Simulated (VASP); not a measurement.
# Ru (P6_3/mmc) in VASP: a series of runs

Runs on Ru. Level: PBE+D3(BJ). Tasks: single point.

All numbers are computed with VASP 6.6.1; they aren't measurements. Logs are shortened: lines on timing, memory, paths and dates and some standing lists are left out, and cuts for length are marked.

### Step 1. The cell of the first run

The structure is hexagonal, space group P6_3/mmc (No. 194). Conventional cell: a = 2.640 Å, b = 2.640 Å, c = 4.153 Å, α = 90.00°, β = 90.00°, γ = 120.00°. Within 3.4 Å of Ru (site symmetry -6m2) lie 12 Ru at 2.58 to 2.64 Å.

### Step 2. Single point, PBE+D3(BJ)

INCAR

```
SYSTEM = Ru
PREC     = Accurate       ! precision mode
ENCUT    = 520            ! plane-wave cutoff, eV
EDIFF    = 1E-6           ! SCF threshold, eV
ISMEAR   = -1             ! smearing method
SIGMA    = 0.05           ! smearing width, eV
LREAL    = .False.        ! projectors in reciprocal space
LASPH    = .True.         ! aspherical terms in the spheres
NELM     = 80             ! most SCF steps
ALGO     = Normal         ! electronic algorithm
ISIF     = 2              ! what is computed and relaxed
LWAVE    = .False.        ! write WAVECAR
LCHARG   = .True.         ! write CHGCAR
GGA      = PE             ! functional
IVDW     = 12             ! dispersion correction
LELF     = .True.         ! ELF
LVHAR    = .True.       
NBANDS   = 21             ! bands
```

KPOINTS

```
regular mesh
0
Gamma
  10 10 5
  0 0 0
```

POSCAR

```
Ru
1.0
    2.6398693211      0.0000000000      0.0000000000
   -1.3199346605      2.2861938947      0.0000000000
    0.0000000000      0.0000000000      4.1533089035
Ru
2
Direct
    0.3333333333      0.6666666667      0.2500000000
    0.6666666667      0.3333333333      0.7500000000
```

Potentials or basis: VASP PAW PBE potentials, release 64 (Ru_pv).

Command:

```sh
$ cat potpaw_PBE.64/Ru_pv/POTCAR > POTCAR
$ mpirun -np 1 vasp_std > vasp.out
```

OUTCAR:

```text
SYSTEM = Ru
   PREC = Accurate
   ENCUT = 520
   EDIFF = 1E-6
   ISMEAR = -1
   LREAL = .False.
   LASPH = .True.
   NELM = 80
   ISIF = 2
   GGA = PE
   IVDW = 12
 IVDW          = 12

 ion  position               nearest neighbor table
   1  0.333  0.667  0.250-   2 2.58   2 2.58   2 2.58   2 2.58   2 2.58   2 2.58
   2  0.667  0.333  0.750-   1 2.58   1 2.58   1 2.58   1 2.58   1 2.58   1 2.58

  LATTYP: Found a hexagonal cell.
 ALAT       =     2.6398693211
 C/A-ratio  =     1.5733009472

  Lattice vectors:

 A1 = (   2.6398693211,   0.0000000000,   0.0000000000)
 A2 = (  -1.3199346605,   2.2861938947,   0.0000000000)
 A3 = (   0.0000000000,   0.0000000000,   4.1533089035)

Analysis of symmetry for initial positions (statically):
=====================================================================
 Subroutine PRICEL returns:
 Original cell was already a primitive cell.

 Routine SETGRP: Setting up the symmetry group for a
 hexagonal supercell.

 Subroutine GETGRP returns: Found 24 space group operations
 (whereof 12 operations were pure point group operations)
 out of a pool of 24 trial point group operations.

The static configuration has the point symmetry D_3d.
 The point group associated with its full space group is D_6h.

Analysis of symmetry for dynamics (positions and initial velocities):
=====================================================================
 Subroutine PRICEL returns:
 Original cell was already a primitive cell.

 Routine SETGRP: Setting up the symmetry group for a
 hexagonal supercell.

 Subroutine GETGRP returns: Found 24 space group operations
 (whereof 12 operations were pure point group operations)
 out of a pool of 24 trial point group operations.

The dynamic configuration has the point symmetry D_3d.
 The point group associated with its full space group is D_6h.

 Subroutine INISYM returns: Found 24 space group operations
 (whereof 12 operations are pure point group operations),
 and found     1 'primitive' translations

----------------------------------------------------------------------------------------

                                     Primitive cell

  volume of cell :      25.0663

  direct lattice vectors                    reciprocal lattice vectors
     2.639869321  0.000000000  0.000000000     0.378806630  0.218704110  0.000000000
    -1.319934660  2.286193895  0.000000000     0.000000000  0.437408219  0.000000000
     0.000000000  0.000000000  4.153308904     0.000000000  0.000000000  0.240771882

  length of vectors
     2.639869321  2.639869321  4.153308904     0.437408219  0.437408219  0.240771882

  position of ions in fractional coordinates (direct lattice)
     0.333333333  0.666666667  0.250000000
     0.666666667  0.333333333  0.750000000

  ion indices of the primitive-cell ions
   primitive index   ion index
                 1           1
                 2           2

----------------------------------------------------------------------------------------

 KPOINTS: regular mesh

Automatic generation of k-mesh.
 Grid dimensions read from file:
 generate k-points for:   10   10    5

 Generating k-lattice:

  Cartesian coordinates                     Fractional coordinates (reciprocal lattice)
     0.037880663  0.021870411  0.000000000     0.100000000 -0.000000000  0.000000000
     0.000000000  0.043740822  0.000000000     0.000000000  0.100000000  0.000000000
     0.000000000  0.000000000  0.048154376     0.000000000  0.000000000  0.200000000

  Length of vectors
     0.043740822  0.043740822  0.048154376

  Shift w.r.t. Gamma in fractional coordinates (k-lattice)
     0.000000000  0.000000000  0.000000000

 Subroutine IBZKPT returns following result:
 ===========================================

 Found     42 irreducible k-points:

 Following reciprocal coordinates:
            Coordinates               Weight
  0.000000  0.000000  0.000000      1.000000
  0.100000  0.000000  0.000000      6.000000
  0.200000  0.000000  0.000000      6.000000
  0.300000  0.000000  0.000000      6.000000
  0.400000  0.000000  0.000000      6.000000
  0.500000  0.000000  0.000000      3.000000
[... 16 lines left out ...]
  0.300000  0.100000  0.200000     24.000000
  0.400000  0.100000  0.200000     24.000000
 [... further k-points ...]
   k-points           NKPTS =     42   k-points in BZ     NKDIM =     42   number of bands    NBANDS=     21
   number of dos      NEDOS =    301   number of ions     NIONS =      2
   total plane-waves  NPLWV =  12800
   dimension x,y,z NGX =    20 NGY =   20 NGZ =   32
   dimension x,y,z NGXF=    40 NGYF=   40 NGZF=   64
   ions per type =               2
   NGX,Y,Z   is equivalent  to a cutoff of  12.60, 12.60, 12.81 a.u.
   NGXF,Y,Z  is equivalent  to a cutoff of  25.19, 25.19, 25.62 a.u.
 SYSTEM =  Ru
   PREC   = accura    normal or accurate (medium, high low for compatibility)
   ISTART =      0    job   : 0-new  1-cont  2-samecut
   ICHARG =      2    charge: 1-file 2-atom 10-const
   ISPIN  =      1    spin polarized calculation?
   LNONCOLLINEAR =      F non collinear calculations
   LSORBIT =      F    spin-orbit coupling
   LASPH  =      T    aspherical Exc in radial PAW
   ENCUT  =  520.0 eV  38.22 Ry    6.18 a.u.   4.91  4.91  7.72*2*pi/ulx,y,z
   NELM   =     80;   NELMIN=  2; NELMDL= -5     # of ELM steps
   EDIFF  = 0.1E-05   stopping-criterion for ELM
   LREAL  =      F    real-space projection
   EDIFFG = 0.1E-04   stopping-criterion for IOM
   NSW    =      0    number of steps for IOM
   IBRION =     -1    ionic relax: 0-MD 1-quasi-New 2-CG
   NFREE  =      0    steps in history (QN), initial steepest desc. (CG)
   ISIF   =      2    stress and relaxation
   ISYM   =      2    0-nonsym 1-usesym 2-fastsym
   POTIM  = 0.5000    time-step for ionic-motion
   TEBEG  =    0.0;   TEEND  =   0.0 temperature during run
   PSTRESS=    0.0 pullay stress
   NELECT =      28.0000    total number of electrons
   NUPDOWN=      -1.0000    fix difference up-down
   EMIN   =  10.00;   EMAX   =-10.00  energy-range for DOS
   EFERMI =   0.00;   METHOD = LEGACY
   ISMEAR =    -1;   SIGMA  =   0.05  broadening in eV -4-tet -1-fermi 0-gaus
   EFERMI_NEDOS =   21; number of points for ismear=-14 and -15
   IALGO  =     38    algorithm
   IMIX   =      4    mixing-type and parameters
     AMIX     =   0.40;   BMIX     =  1.00
     AMIX_MAG =   1.60;   BMIX_MAG =  1.00
  volume/ion in A,a.u.               =      12.53        84.58
  Fermi-wavevector in a.u.,A,eV,Ry     =   1.698625  3.209936 39.257272  2.885328
  Thomas-Fermi vector in A             =   2.779091
   LORBIT       =      0    0 simple, 1 ext, 2 COOP (PROOUT), +10 PAW based schemes
   GGA     = PE    functional components
   LHFCALC =     F    Hartree Fock is set to
   AEXX    =    0.0000 exact exchange contribution
   IVDW    =    12    specifies the selected vdW correction
   LEPSILON=     F    determine dielectric tensor
   LRPA    =     F    only Hartree local field effects (RPA)
 non-spin polarized calculation
  energy-cutoff  :      520.00
  volume of cell :       25.07
 maximum number of plane-waves:       695
 NGX is ok and might be reduce to    20
   NGX =  9   NGY =  9   NGZ = 15

 number of electron      27.9999997 magnetization

 Free energy of the ion-electron system (eV)
  ---------------------------------------------------
  ext. energy  EPLUGINS =         0.00000000
  ---------------------------------------------------
  free energy    TOTEN  =       -18.20904073 eV

  energy without entropy =      -18.18999883  energy(sigma->0) =      -18.19951978

 E-fermi :  14.4251     XC(G=0): -14.6210

 val. band max:       14.4231267057   @ k =   0.1000   0.1000   0.4000
 cond. band min:      14.4312935247   @ k =   0.2000   0.1000   0.2000
 fundamental gap:      0.0081668190
 Fermi energy:        14.4251090273

 k-point     1 :       0.0000    0.0000    0.0000
  band No.  band energies     occupation
      1     -29.6446      2.00000
      2     -28.4181      2.00000
      3     -28.4181      2.00000
      4     -28.1941      2.00000
      5     -28.1941      2.00000
      6     -28.1444      2.00000
[... 13 lines left out ...]
     20      24.7030      0.00000
     21      25.7867      0.00000

 k-point     2 :       0.1000    0.0000    0.0000
  band No.  band energies     occupation
      1     -29.6007      2.00000
      2     -28.5106      2.00000
      3     -28.4494      2.00000
      4     -28.2902      2.00000
      5     -28.2061      2.00000
      6     -28.1654      2.00000
[... 13 lines left out ...]
     20      24.7030      0.00000
     21      25.7255      0.00000

 k-point     3 :       0.2000    0.0000    0.0000
  band No.  band energies     occupation
      1     -29.4775      2.00000
      2     -28.7523      2.00000
      3     -28.5336      2.00000
      4     -28.5275      2.00000
      5     -28.2405      2.00000
      6     -28.2287      2.00000
[... 13 lines left out ...]
     20      24.7030      0.00000
     21      25.4943      0.00000

 k-point     4 :       0.3000    0.0000    0.0000
  band No.  band energies     occupation
      1     -29.2998      2.00000
      2     -29.0501      2.00000
      3     -28.8197      2.00000
      4     -28.6190      2.00000
      5     -28.3318      2.00000
      6     -28.2868      2.00000
[... 13 lines left out ...]
     20      24.7028      0.00000
     21      25.1574      0.00000

 k-point     5 :       0.4000    0.0000    0.0000
  band No.  band energies     occupation
      1     -29.2893      2.00000
      2     -29.1134      2.00000
      3     -29.0409      2.00000
      4     -28.6901      2.00000
      5     -28.4576      2.00000
      6     -28.3261      2.00000
[... 13 lines left out ...]
     20      24.7028      0.00000
     21      25.9325      0.00000

 k-point     6 :       0.5000    0.0000    0.0000
  band No.  band energies     occupation
      1     -29.3800      2.00000
      2     -29.1233      2.00000
      3     -29.0165      2.00000
      4     -28.7167      2.00000
      5     -28.5311      2.00000
      6     -28.3415      2.00000
[... 13 lines left out ...]
     20      24.7020      0.00000
     21      26.2152      0.00000

 k-point     7 :       0.1000    0.1000    0.0000
  band No.  band energies     occupation
      1     -29.5171      2.00000
      2     -28.6541      2.00000
      3     -28.5634      2.00000
      4     -28.4079      2.00000
      5     -28.2456      2.00000
      6     -28.2077      2.00000
[... 13 lines left out ...]
     20      24.7030      0.00000
     21      25.5809      0.00000
[... 291 lines left out ...]
      1     -29.4742      2.00000
      2     -29.2429      2.00000
      3     -28.8469      2.00000
      4     -28.6817      2.00000
      5     -28.4772      2.00000
      6     -28.3782      2.00000
[... 13 lines left out ...]
     20      24.7015      0.00000
     21      25.9998      0.00000

 k-point    21 :       0.1000    0.1000    0.2000
  band No.  band energies     occupation
      1     -29.4200      2.00000
      2     -28.6121      2.00000
      3     -28.5938      2.00000
      4     -28.4628      2.00000
      5     -28.2717      2.00000
      6     -28.2460      2.00000
[... 13 lines left out ...]
     20      24.7029      0.00000
     21      27.5098      0.00000

 k-point    22 :       0.2000    0.1000    0.2000
  band No.  band energies     occupation
      1     -29.3397      2.00000
      2     -28.8687      2.00000
      3     -28.7791      2.00000
      4     -28.5678      2.00000
      5     -28.3434      2.00000
      6     -28.2926      2.00000
[... 13 lines left out ...]
     20      24.7029      0.00000
     21      27.5365      0.00000

 k-point    23 :       0.3000    0.1000    0.2000
  band No.  band energies     occupation
      1     -29.3388      2.00000
      2     -29.0939      2.00000
      3     -28.8828      2.00000
      4     -28.6662      2.00000
      5     -28.4247      2.00000
      6     -28.3561      2.00000
[... 13 lines left out ...]
     20      24.7028      0.00000
     21      26.6805      0.00000

 k-point    24 :       0.4000    0.1000    0.2000
  band No.  band energies     occupation
      1     -29.4260      2.00000
      2     -29.2063      2.00000
      3     -28.8737      2.00000
      4     -28.6970      2.00000
      5     -28.5037      2.00000
      6     -28.4027      2.00000
[... 13 lines left out ...]
     20      24.7022      0.00000
     21      25.8381      0.00000

 [... further k-points ...]

------------------------ aborting loop because EDIFF is reached ----------------------------------------

 Edisp (eV)   -1.35645

 E8    (eV) :    -0.6196

  FORCE on cell =-STRESS in cart. coord.  units (eV):
  Direction    XX          YY          ZZ          XY          YZ          ZX
  --------------------------------------------------------------------------------------
  -------------------------------------------------------------------------------------
  Total       4.35524     4.35524     4.36674     0.00000     0.00000    -0.00000
  in kB     278.37672   278.37672   279.11195     0.00000     0.00000    -0.00000
  external pressure =      278.62 kB  Pullay stress =        0.00 kB

 VOLUME and BASIS-vectors are now :
 -----------------------------------------------------------------------------
  energy-cutoff  :      520.00
  volume of cell :       25.07
      direct lattice vectors                 reciprocal lattice vectors
     2.639869321  0.000000000  0.000000000     0.378806630  0.218704110  0.000000000
    -1.319934660  2.286193895  0.000000000     0.000000000  0.437408219  0.000000000
     0.000000000  0.000000000  4.153308904     0.000000000  0.000000000  0.240771882

 POSITION                                       TOTAL-FORCE (eV/Angst)
 -----------------------------------------------------------------------------------
     -0.00000      1.52413      1.03833        -0.000000     -0.000000     -0.000000
      1.31993      0.76206      3.11498         0.000000      0.000000      0.000000
 -----------------------------------------------------------------------------------
    total drift:                                0.000000     -0.000000      0.000000

  FREE ENERGIE OF THE ION-ELECTRON SYSTEM (eV)
  ---------------------------------------------------
  free  energy   TOTEN  =       -19.5654894934 eV

  energy  without entropy=      -19.5464475915  energy(sigma->0) =      -19.55596854
```

Run time: 26 s. Hardware: 1 thread of Intel Xeon 8259CL, shared host; peak memory 0.16 GiB.

Results:

```
Free energy                : -19.5655 eV
Pressure                   : 27.9 GPa
Band gap on the k mesh     : zero (band 14 reaches 16.02 eV, above the bottom of band 15 at 12.52 eV)
Dispersion energy per atom : -0.678 eV
```

Levels at points of the mesh, in eV from the Fermi level:
```tsv
k point	band 11	band 12	band 13	band 14	band 15	band 16	band 17	band 18
(0.00, 0.00, 0.00)	-2.74	-2.21	-2.21	-1.68	-1.68	1.26	1.26	1.41
(0.50, 0.00, 0.00)	-2.32	-2.01	-1.72	1.54	2.03	2.16	4.46	6.67
```

Caveat: three body term missing; pairwise dispersion overbinds metals, which lowers pressure and volume.

### Step 3. Single point, PBE+D3(BJ)

This run uses another cell than the first one, of 12.82 Å³/atom, 1.023 times its volume.

INCAR: that of step 2 with these lines changed.

```diff
@@ -3,3 +3,3 @@
 ENCUT    = 520            ! plane-wave cutoff, eV
-EDIFF    = 1E-6           ! SCF threshold, eV
+EDIFF    = 1E-7           ! SCF threshold, eV
 ISMEAR   = -1             ! smearing method
@@ -8,3 +8,3 @@
 LASPH    = .True.         ! aspherical terms in the spheres
-NELM     = 80             ! most SCF steps
+NELM     = 60             ! most SCF steps
 ALGO     = Normal         ! electronic algorithm
```

KPOINTS is that of step 2.

POSCAR

```
Ru
1.0
    2.6607170917      0.0000000000      0.0000000000
   -1.3303585459      2.3042485937      0.0000000000
    0.0000000000      0.0000000000      4.1818168023
Ru
2
Direct
    0.3333333333      0.6666666667      0.2500000000
    0.6666666667      0.3333333333      0.7500000000
```

Potentials or basis: VASP PAW PBE potentials, release 64 (Ru_pv).

Command:

```sh
$ cat potpaw_PBE.64/Ru_pv/POTCAR > POTCAR
$ mpirun -np 1 vasp_std > vasp.out
```

Wall time 30 s (1 thread of Intel Xeon 8259CL, shared host); peak memory 0.15 GiB.

Results (log left out):

```
Free energy                : -19.6475 eV
Pressure                   : 18.0 GPa
Band gap on the k mesh     : zero (band 14 reaches 15.53 eV, above the bottom of band 15 at 12.15 eV)
Dispersion energy per atom : -0.663 eV
```

Stress tensor (GPa, compression positive):
```
17.93  0.00  0.00
 0.00 17.93  0.00
 0.00  0.00 18.03
```

Levels at points of the mesh, in eV from the Fermi level:
```tsv
k point	band 11	band 12	band 13	band 14	band 15	band 16	band 17	band 18
(0.00, 0.00, 0.00)	-2.63	-2.13	-2.13	-1.63	-1.63	1.22	1.22	1.39
(0.50, 0.00, 0.00)	-2.25	-1.97	-1.66	1.47	1.95	2.08	4.32	6.49
```

Caveat: three body term missing; pairwise dispersion overbinds metals, which lowers pressure and volume.

(Continued in part 2 of 2.)
